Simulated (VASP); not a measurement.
# Si (P1) in VASP: a series of runs

The runs below take Si through single point, molecular dynamics, with LDA.

Program: VASP 6.6.1. These are calculated values, not measurements. Logs are shortened: lines on timing, memory, paths and dates and some standing lists are left out, and cuts for length are marked.

## (1) The cell of the first run

The typed cell holds 16 atoms: a = 7.805 Å, b = 7.805 Å, c = 7.805 Å, α = 60.00°, β = 60.00°, γ = 60.00°.

## (2) Single point, LDA

INCAR reads:

```
PREC = Accurate ; ENCUT = 520
EDIFF = 1E-6 ; ISMEAR = -1
SIGMA = 0.36 ; LREAL = Auto
LASPH = T ; NELM = 100
ALGO = Normal ; ISIF = 2
LWAVE = F ; LCHARG = F
GGA = CA ; NBANDS = 46
```

KPOINTS reads:

```
regular mesh
0
Gamma
  2 2 2
```

POSCAR reads:

```
Si
1.0
    0.0000000000      5.5190320000      5.5190320000
    5.5190320000      0.0000000000      5.5190320000
    5.5190320000      5.5190320000      0.0000000000
Si
16
Direct
    0.0428517175     -0.0206376770     -0.0846706451
    0.1360745870      0.1484680647      0.0681641273
   -0.0429966704      0.0617499591      0.4405845083
    0.1162613299      0.1581889723      0.5577699133
    0.0246510620      0.5863075264     -0.0378236618
    0.2455050088      0.6359539137      0.1051724288
    0.0206648557      0.5073081656      0.4962736219
    0.0785735615      0.7203890102      0.5956569920
    0.5219574737      0.0161260163      0.0188801225
    0.7076603288      0.1228657489      0.1036232441
    0.5142296693     -0.0019659245      0.4952227130
    0.6198007187      0.1124291361      0.6490087392
    0.6025875552      0.5164492614      0.0105090893
    0.6634587370      0.6528952903      0.1477523595
    0.4542825626      0.5471068115      0.5486831749
    0.6565825311      0.5638851161      0.6623987685
```

Potentials or basis: VASP PAW LDA potentials, release 64 (Si).

The run is started by

```bash
$ cat potpaw_LDA.64/Si/POTCAR > POTCAR
$ mpirun -np 1 vasp_std > vasp.out
```

OUTCAR:

```text
PREC = Accurate
   ENCUT = 520
   EDIFF = 1E-6
   ISMEAR = -1
   LREAL = Auto
   LASPH = T
   NELM = 100
   ISIF = 2
   GGA = CA

 ion  position               nearest neighbor table
   1  0.043  0.979  0.915-  10 2.26   4 2.32   6 2.45   2 2.66   5 2.97
   2  0.136  0.148  0.068-   3 2.40   9 2.53   1 2.66   5 2.84
   3  0.957  0.062  0.441-   8 2.20  12 2.25   4 2.39   2 2.40
   4  0.116  0.158  0.558-   7 2.29   1 2.32   3 2.39  11 2.58
   5  0.025  0.586  0.962-  14 2.35   8 2.39   6 2.72   2 2.84   1 2.97
   6  0.246  0.636  0.105-  13 2.28   1 2.45   7 2.60   5 2.72
   7  0.021  0.507  0.496-   4 2.29  16 2.36   8 2.44   6 2.60
   8  0.079  0.720  0.596-   3 2.20   5 2.39   7 2.44  15 2.45
   9  0.522  0.016  0.019-  14 2.32  12 2.38  10 2.44   2 2.53
  10  0.708  0.123  0.104-   1 2.26   9 2.44  11 2.54  13 2.55
  11  0.514  0.998  0.495-  12 2.39  10 2.54   4 2.58  16 2.77
  12  0.620  0.112  0.649-   3 2.25   9 2.38  11 2.39  15 2.79
  13  0.603  0.516  0.011-  14 2.16   6 2.28  16 2.39  10 2.55
  14  0.663  0.653  0.148-  13 2.16   9 2.32   5 2.35  15 2.61
  15  0.454  0.547  0.549-  16 2.24   8 2.45  14 2.61  12 2.79
  16  0.657  0.564  0.662-  15 2.24   7 2.36  13 2.39  11 2.77

  LATTYP: Found a face centered cubic cell.
 ALAT       =    11.0380640000

  Lattice vectors:

 A1 = (   0.0000000000,   5.5190320000,   5.5190320000)
 A2 = (   5.5190320000,   0.0000000000,   5.5190320000)
 A3 = (   5.5190320000,   5.5190320000,   0.0000000000)

Analysis of symmetry for initial positions (statically):
=====================================================================
 Subroutine PRICEL returns:
 Original cell was already a primitive cell.

 Routine SETGRP: Setting up the symmetry group for a
 face centered cubic supercell.

 Subroutine GETGRP returns: Found  1 space group operations
 (whereof  1 operations were pure point group operations)
 out of a pool of 48 trial point group operations.

The static configuration has the point symmetry C_1 .

Analysis of symmetry for dynamics (positions and initial velocities):
=====================================================================
 Subroutine PRICEL returns:
 Original cell was already a primitive cell.

 Routine SETGRP: Setting up the symmetry group for a
 face centered cubic supercell.

 Subroutine GETGRP returns: Found  1 space group operations
 (whereof  1 operations were pure point group operations)
 out of a pool of 48 trial point group operations.

The dynamic configuration has the point symmetry C_1 .

 Subroutine INISYM returns: Found  1 space group operations
[... 115 lines left out ...]
   ISYM   =      2    0-nonsym 1-usesym 2-fastsym
   POTIM  = 0.5000    time-step for ionic-motion
   TEBEG  =    0.0;   TEEND  =   0.0 temperature during run
   PSTRESS=    0.0 pullay stress
   NELECT =      64.0000    total number of electrons
   NUPDOWN=      -1.0000    fix difference up-down
   EMIN   =  10.00;   EMAX   =-10.00  energy-range for DOS
   EFERMI =   0.00;   METHOD = LEGACY
   ISMEAR =    -1;   SIGMA  =   0.36  broadening in eV -4-tet -1-fermi 0-gaus
   EFERMI_NEDOS =   21; number of points for ismear=-14 and -15
   IALGO  =     38    algorithm
   IMIX   =      4    mixing-type and parameters
     AMIX     =   0.40;   BMIX     =  1.00
     AMIX_MAG =   1.60;   BMIX_MAG =  1.00
  volume/ion in A,a.u.               =      21.01       141.81
  Fermi-wavevector in a.u.,A,eV,Ry     =   0.941735  1.779621 12.066521  0.886864
  Thomas-Fermi vector in A             =   2.069275
   LORBIT       =      0    0 simple, 1 ext, 2 COOP (PROOUT), +10 PAW based schemes
   GGA     = CA    functional components
   LHFCALC =     F    Hartree Fock is set to
   AEXX    =    0.0000 exact exchange contribution
   IVDW    =     0    specifies the selected vdW correction
   LEPSILON=     F    determine dielectric tensor
   LRPA    =     F    only Hartree local field effects (RPA)
 non-spin polarized calculation
  energy-cutoff  :      520.00
  volume of cell :      336.22
 maximum number of plane-waves:      9185
 NGX is ok and might be reduce to    60
   NGX = 29   NGY = 29   NGZ = 29

 number of electron      63.9999999 magnetization

 Free energy of the ion-electron system (eV)
  ---------------------------------------------------
  ext. energy  EPLUGINS =         0.00000000
  ---------------------------------------------------
  free energy    TOTEN  =       -89.13737169 eV

  energy without entropy =      -86.58212117  energy(sigma->0) =      -87.85974643

 E-fermi :   5.4689     XC(G=0):  -9.4909

 val. band max:        5.4056789911   @ k =   0.0000   0.0000   0.0000
 cond. band min:       5.5244378735   @ k =   0.0000   0.0000   0.0000
 fundamental gap:      0.1187588824
 Fermi energy:         5.4689211274

 k-point     1 :       0.0000    0.0000    0.0000
  band No.  band energies     occupation
      1      -6.4565      2.00000
      2      -4.6558      2.00000
      3      -4.1572      2.00000
      4      -4.1456      2.00000
      5      -3.7221      2.00000
      6      -2.9942      2.00000
[... 365 lines left out ...]
     43       8.8961      0.00015
     44       9.2483      0.00006
 [bands above 44 left out]

------------------------ aborting loop because EDIFF is reached ----------------------------------------

  FORCE on cell =-STRESS in cart. coord.  units (eV):
  Direction    XX          YY          ZZ          XY          YZ          ZX
  --------------------------------------------------------------------------------------
  -------------------------------------------------------------------------------------
  Total       -9.4269755    -10.4666248    -11.0126191     -0.6975146      1.6785755     -1.4321927
  in kB      -44.9225323    -49.8767914    -52.4786277     -3.3238784      7.9989452     -6.8248530
  external PRESSURE =     -49.0926505 kB  Pullay stress =       0.0000000 kB

 VOLUME and BASIS-vectors are now :
 -----------------------------------------------------------------------------
  energy-cutoff  :      520.00
  volume of cell :      336.22
      direct lattice vectors                 reciprocal lattice vectors
     0.000000000  5.519032000  5.519032000    -0.090595597  0.090595597  0.090595597
     5.519032000  0.000000000  5.519032000     0.090595597 -0.090595597  0.090595597
     5.519032000  5.519032000  0.000000000     0.090595597  0.090595597 -0.090595597

 POSITION                                       TOTAL-FORCE (eV/Angst)
 -----------------------------------------------------------------------------------
     10.45686      5.28823      5.64163         0.209413      1.454629      0.402037
      1.19560      1.12720      1.57040         0.141408     -0.119895      0.634780
      2.77240      7.71333      5.62253        -0.005653     -0.381879      1.795969
      3.95140      3.72000      1.51470        -0.958803      1.165927      0.389524
      8.54613      5.44633      3.37190        -0.317152      0.973762     -0.071027
      4.09030      1.93540      4.86480         0.797938     -1.544347     -1.752051
[... 8 lines left out ...]
      6.04770      5.53540      5.52670        -1.848866     -0.675552     -0.521043
      6.76790      7.27950      6.73580         1.285762      0.020902      1.710432
 -----------------------------------------------------------------------------------
    total drift:                               -0.001920      0.000163      0.004637

  FREE ENERGIE OF THE ION-ELECTRON SYSTEM (eV)
  ---------------------------------------------------
  free  energy   TOTEN  =       -89.1373716865 eV

  energy  without entropy=      -86.5821211673  energy(sigma->0) =      -87.85974643
```

OSZICAR:

```text
N       E                     dE             d eps       ncg     rms          rms(c)
DAV:   1     0.139851065018E+03    0.13985E+03   -0.23779E+04   736   0.114E+03
DAV:   2    -0.766024514102E+02   -0.21645E+03   -0.20418E+03   888   0.163E+02
DAV:   3    -0.905830410642E+02   -0.13981E+02   -0.13530E+02   968   0.366E+01
DAV:   4    -0.909266692535E+02   -0.34363E+00   -0.34018E+00   904   0.689E+00
DAV:   5    -0.909373535868E+02   -0.10684E-01   -0.10641E-01   922   0.114E+00    0.128E+01
DAV:   6    -0.895785141529E+02    0.13588E+01   -0.13867E+00   840   0.380E+00    0.745E+00
DAV:   7    -0.891445985377E+02    0.43392E+00   -0.14196E+00   884   0.348E+00    0.143E+00
DAV:   8    -0.891385464317E+02    0.60521E-02   -0.11398E-01   848   0.126E+00    0.758E-01
DAV:   9    -0.891375891381E+02    0.95729E-03   -0.11055E-02   888   0.362E-01    0.262E-01
DAV:  10    -0.891373638624E+02    0.22528E-03   -0.12844E-03   848   0.116E-01    0.113E-01
DAV:  11    -0.891373740132E+02   -0.10151E-04   -0.14984E-04   912   0.441E-02    0.363E-02
DAV:  12    -0.891373708131E+02    0.32001E-05   -0.19696E-05   864   0.151E-02    0.168E-02
DAV:  13    -0.891373716865E+02   -0.87346E-06   -0.39806E-06   648   0.602E-03
   1 F= -.89137372E+02 E0= -.87859746E+02  d E =-.255525E+01
```

Wall time 1.7 min (1 thread of Intel Xeon Platinum 8488C (Sapphire Rapids), shared host); peak memory 0.38 GiB.

What came out:

| Quantity | Value |
| --- | --- |
| Free energy | -89.1374 eV |
| Pressure | -4.9 GPa |
| Largest force | 3.244 eV/Å |
| Band gap on the k mesh | zero (band 32 reaches 5.58 eV, above the bottom of band 33 at 5.52 eV) |

Forces on the atoms (eV/Å):
```
Si   0.209  1.455  0.402
Si   0.141 -0.120  0.635
Si  -0.006 -0.382  1.796
Si  -0.959  1.166  0.390
Si  -0.317  0.974 -0.071
Si   0.798 -1.544 -1.752
Si   0.164 -0.640  1.279
Si  -1.240  1.970 -1.183
Si   0.203 -0.852  0.055
Si   1.523 -0.568 -1.105
Si  -0.497 -0.145 -0.241
Si   1.259 -1.296 -0.230
Si  -2.632 -0.884 -1.678
Si   1.916  1.522  0.515
Si  -1.849 -0.676 -0.521
Si   1.286  0.021  1.710
```

Caveat: the k points lie up to 0.49 Å⁻¹ apart; forces of over 1 eV/Å act on the atoms, so gaps and moduli don't describe the material at rest.

## (3) Single point, LDA

INCAR reads:

```
  ALGO = Normal
  EDIFF = 1E-6
  ENCUT = 520
  GGA = CA
  ISIF = 2
  ISMEAR = -1
  LASPH = T
  LCHARG = T
  LELF = T
  LREAL = Auto
  LVHAR = T
  LWAVE = F
  NBANDS = 46
  NELM = 100
  PREC = Accurate
  SIGMA = 0.36
```

KPOINTS reads:

```
k-points
0
Gamma
  2 2 2
```

POSCAR reads:

```
Si
1.0
    0.0000000000      5.5190320000      5.5190320000
    5.5190320000      0.0000000000      5.5190320000
    5.5190320000      5.5190320000      0.0000000000
Si
16
Direct
    0.0272420961      0.0287097448     -0.0685174502
    0.1117224905      0.0861201747      0.1150745276
   -0.0686352244      0.0602279530      0.5206891353
    0.0993743106      0.2336188665      0.5489096639
    0.0503983307      0.6511739740     -0.0356131293
    0.2684891119      0.5420334580      0.1344619854
    0.0240440715      0.5669110090      0.4783809914
    0.1339637096      0.6896046263      0.6045715988
    0.5085221466     -0.0271333814      0.0169685554
    0.6751727477      0.0616231252      0.1306569703
    0.4961286689      0.0359030352      0.4933564437
    0.4653171063      0.1803395958      0.6957741865
    0.6517356667      0.4789155055     -0.0494923747
    0.7007025870      0.6158145124      0.1050727736
    0.5377482863      0.5015100474      0.5018180724
    0.6802008033      0.6221471446      0.5851297836
```

Potentials or basis: VASP PAW LDA potentials, release 64 (Si).

The run is started by

```bash
$ cat potpaw_LDA.64/Si/POTCAR > POTCAR
$ mpirun -np 1 vasp_std > vasp.out
```

Run time: 2 min. Hardware: 1 thread of Intel Xeon Platinum 8488C (Sapphire Rapids), shared host; peak memory 0.37 GiB.

Results (log left out):

```
Free energy            : -87.6782 eV
Pressure               : -3.8 GPa
Largest force          : 3.378 eV/Å
Band gap on the k mesh : zero (band 32 reaches 5.66 eV, above the bottom of band 33 at 5.52 eV)
```

Forces on the atoms (eV/Å):
```
Si  -2.027 -1.665 -1.096
Si   1.728  2.694  1.079
Si  -0.729 -0.643  0.523
Si  -1.825  1.907 -1.595
Si  -0.167 -1.296 -0.374
Si   0.353  0.719  0.302
Si  -0.233 -0.412  1.484
Si   0.544  1.032  0.979
Si   0.779 -0.291 -0.539
Si   1.056 -0.612  0.676
Si  -1.446 -0.846 -1.188
Si   0.304  0.597  1.213
Si  -1.294 -0.980 -1.958
Si   1.234  1.570  0.575
Si  -0.688 -1.804 -0.715
Si   2.412  0.030  0.634
```

Stress tensor (GPa, compression positive):
```
-3.38  2.56  3.27
 2.56 -2.72  0.96
 3.27  0.96 -5.34
```

Levels at points of the mesh, in eV from the Fermi level:
| k point | band 29 | band 30 | band 31 | band 32 | band 33 | band 34 | band 35 | band 36 |
| --- | --- | --- | --- | --- | --- | --- | --- | --- |
| (0.00, 0.00, 0.00) | -0.89 | -0.43 | -0.24 | -0.09 | 0.17 | 0.27 | 0.43 | 0.54 |
| (0.50, 0.00, 0.00) | -1.29 | -1.06 | -0.42 | -0.01 | 0.06 | 0.63 | 0.81 | 0.99 |
| (0.00, 0.50, 0.00) | -1.37 | -1.08 | -0.66 | -0.23 | 0.04 | 0.29 | 0.66 | 0.85 |
| (0.00, 0.00, 0.50) | -1.38 | -0.85 | -0.39 | 0.01 | 0.18 | 0.37 | 0.81 | 0.97 |
| (0.50, 0.50, 0.50) | -1.15 | -0.62 | -0.33 | -0.22 | 0.18 | 0.51 | 0.86 | 1.13 |
| (0.50, 0.50, 0.00) | -1.18 | -1.06 | -0.62 | -0.28 | 0.47 | 0.75 | 0.93 | 1.27 |
| (0.00, 0.50, 0.50) | -1.31 | -1.04 | -0.64 | -0.15 | 0.40 | 0.61 | 1.13 | 1.28 |
| (0.50, 0.00, 0.50) | -1.34 | -0.94 | -0.58 | 0.18 | 0.62 | 0.71 | 0.97 | 1.20 |

Caveat: the k points lie up to 0.49 Å⁻¹ apart; forces of over 1 eV/Å act on the atoms, so gaps and moduli don't describe the material at rest.

## (4) Single point, LDA

INCAR reads:

```
ALGO = Normal
EDIFF = 1E-6
ENCUT = 520
ISIF = 2
ISMEAR = -1
LASPH = T
LCHARG = T
LELF = T
LREAL = Auto
LVHAR = T
LWAVE = F
NBANDS = 46
NELM = 100
PREC = Accurate
SIGMA = 0.36
```

KPOINTS is that of step 3.

POSCAR reads:

```
Si
1.0
    0.0000000000      5.5190320000      5.5190320000
    5.5190320000      0.0000000000      5.5190320000
    5.5190320000      5.5190320000      0.0000000000
Si
16
Direct
   -0.0699850988     -0.0127830388      0.0581714330
    0.1221409841      0.0066678360      0.1719685626
   -0.0612969811      0.0579087057      0.5358186001
    0.0728388601      0.1834923226      0.6429388342
    0.0484052276      0.6564466377     -0.0399254797
    0.2238617207      0.5050160970      0.1718779670
    0.0605450376      0.5399406997      0.5149181958
    0.1918452366      0.7219744332      0.5732527008
    0.5033219594     -0.0447814037     -0.0096303120
    0.5971337003      0.1010503291      0.1247138991
    0.4616026868      0.0789631225      0.4673645668
    0.6042092164      0.1632442066      0.5964904715
    0.5496887860      0.5442349311     -0.0607624670
    0.7266129278      0.6105237295      0.0454246324
    0.6291954821      0.5344324874      0.4210792762
    0.7020162231      0.6811792358      0.5635499124
```

The run is started by

```bash
$ cat potpaw_LDA.64/Si/POTCAR > POTCAR
$ mpirun -np 1 vasp_std > vasp.out
```

Run time: 2.1 min. Hardware: 1 thread of Intel Xeon Platinum 8488C (Sapphire Rapids), shared host; peak memory 0.37 GiB.

Results (log left out):

- Free energy: -88.2001 eV
- Pressure: -3.6 GPa
- Largest force: 3.261 eV/Å
- Band gap on the k mesh: zero (band 32 reaches 5.89 eV, above the bottom of band 33 at 5.39 eV)

Forces in eV/Å, atoms in the order of the input:
```
Si  -3.132 -0.378  0.828
Si   1.108  2.134  0.879
Si  -1.778  0.486  1.583
Si   0.160  1.048  0.120
Si  -0.140 -2.336  0.178
Si   0.445  2.003  0.275
Si  -0.169 -0.177  0.113
Si  -0.692  0.715 -0.126
Si   0.668 -1.145  0.400
Si   1.317 -2.191 -0.286
Si  -0.191  0.298 -1.507
Si   1.816 -0.415 -0.459
Si  -1.125 -0.001 -0.734
Si   0.896  1.435  0.266
Si  -0.078 -0.911 -1.414
Si   0.897 -0.567 -0.114
```

Stress tensor (GPa, compression positive):
```
-5.42 -0.96  0.29
-0.96  0.23  3.00
 0.29  3.00 -5.56
```

Levels at points of the mesh, in eV from the Fermi level:
```tsv
k point	band 29	band 30	band 31	band 32	band 33	band 34	band 35	band 36
(0.00, 0.00, 0.00)	-0.83	-0.66	-0.46	-0.08	-0.08	0.27	0.38	0.54
(0.50, 0.00, 0.00)	-1.15	-1.01	-0.46	-0.09	0.18	0.67	0.80	1.20
(0.00, 0.50, 0.00)	-1.28	-0.99	-0.57	-0.21	0.02	0.35	0.72	0.90
(0.00, 0.00, 0.50)	-1.44	-0.96	-0.36	-0.22	0.03	0.75	0.85	1.01
(0.50, 0.50, 0.50)	-1.28	-1.07	-0.53	-0.26	0.32	0.68	0.96	1.15
(0.50, 0.50, 0.00)	-1.25	-1.11	-0.90	-0.12	0.11	0.83	1.03	1.19
(0.00, 0.50, 0.50)	-1.44	-1.20	-0.74	0.11	0.63	0.72	1.06	1.36
(0.50, 0.00, 0.50)	-1.57	-0.75	-0.73	0.42	0.58	0.90	1.19	1.24
```

Caveat: the k points lie up to 0.49 Å⁻¹ apart; forces of over 1 eV/Å act on the atoms, so gaps and moduli don't describe the material at rest.

[end of part 1 of 2]
